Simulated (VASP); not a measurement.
# Pt: single point with PBEsol

The system is Pt.

```
CELL_PARAMETERS angstrom
0.00000 1.96090 1.96090
1.96090 0.00000 1.96090
1.96090 1.96090 0.00000
ATOMIC_POSITIONS crystal
Pt 0.00000 0.00000 0.00000
```

```json
{
 "Program": "VASP 6.6.1",
 "Task": "single point",
 "Functional": "PBEsol",
 "Potentials or basis": "VASP PAW PBE potentials, release 64 (Pt)",
 "Cutoff": "500 eV",
 "k mesh": "10 × 10 × 10",
 "Occupations": "gaussian, width 0.1 eV",
 "Spin": "no spin polarisation"
}
```

```yaml
Pressure: -1.1 GPa
Band_gap_on_the_k_mesh: zero (bands 5 and 6 overlap by 2.20 eV)
```

Levels at points of the mesh, in eV from the Fermi level:
```csv
k point,band 3,band 4,band 5,band 6,band 7,band 8
"(0.00, 0.00, 0.00)",-3.82,-3.82,-1.64,-1.64,14.61,19.56
"(0.50, 0.00, 0.00)",-3.88,-0.57,0.03,0.03,5.79,14.16
"(0.50, 0.50, 0.00)",0.00,0.48,0.48,1.69,8.82,11.32
```

Wall time 5.9 s on 1 thread of AMD EPYC 7R13 Processor (Zen 3), on a shared host, peak memory 0.09 GiB.

Caveat: the PAW data sets were made with another functional, which shifts forces and pressure a little; spin-orbit coupling is left out, which moves the levels of the heavy elements.
